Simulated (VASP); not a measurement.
Input of a VASP 6.6.1 run:

The input INCAR:

```
SYSTEM = Ti4H
PREC = Accurate
ENCUT = 520
EDIFF = 1E-6
ISMEAR = 0
SIGMA = 0.1
LREAL = .False.
LASPH = .True.
NELM = 80
ALGO = Normal
ISIF = 2
LWAVE = .False.
LCHARG = .False.
LDIPOL = .True.
IDIPOL = 3
DIPOL = 0.5 0.5 0.499
GGA = PS
NBANDS = 32
```

File KPOINTS:

```
Automatic mesh
0
Gamma
  10 10 1
  0 0 0
```

The input POSCAR:

```
Ti4H
1.0
    2.8679135955      0.0000000000      0.0000000000
    0.0000000000      2.8679135955      0.0000000000
    0.0000000000      0.0000000000     25.0837634538
Ti H
4 1
Direct
    0.5000000000      0.5000000000      0.3388646212
    0.0000000000      0.0000000000      0.4197105897
    0.5000000000      0.5000000000      0.5038583199
    0.0000000000      0.0000000000      0.5816675792
    0.0000000000      0.0000000000      0.6511338501
```

Potentials or basis: VASP PAW PBE potentials, release 64 (Ti_sv, H).

Launch:

```sh
$ cat potpaw_PBE.64/Ti_sv/POTCAR potpaw_PBE.64/H/POTCAR > POTCAR
$ mpirun -np 1 vasp_std > vasp.out
```

Predict the band gap on the k mesh.

zero (an odd number of electrons rules out a gap without spin polarisation).

What does it give for the largest force?

0.695 eV/Å.

Forces in eV/Å, atoms in the order of the input:
```
Ti   0.000  0.000  0.695
Ti   0.000  0.000 -0.687
Ti   0.000  0.000  0.004
Ti   0.000  0.000 -0.005
H    0.000  0.000 -0.008
```

Caveat: the PAW data sets were made with another functional, which shifts forces and pressure a little.
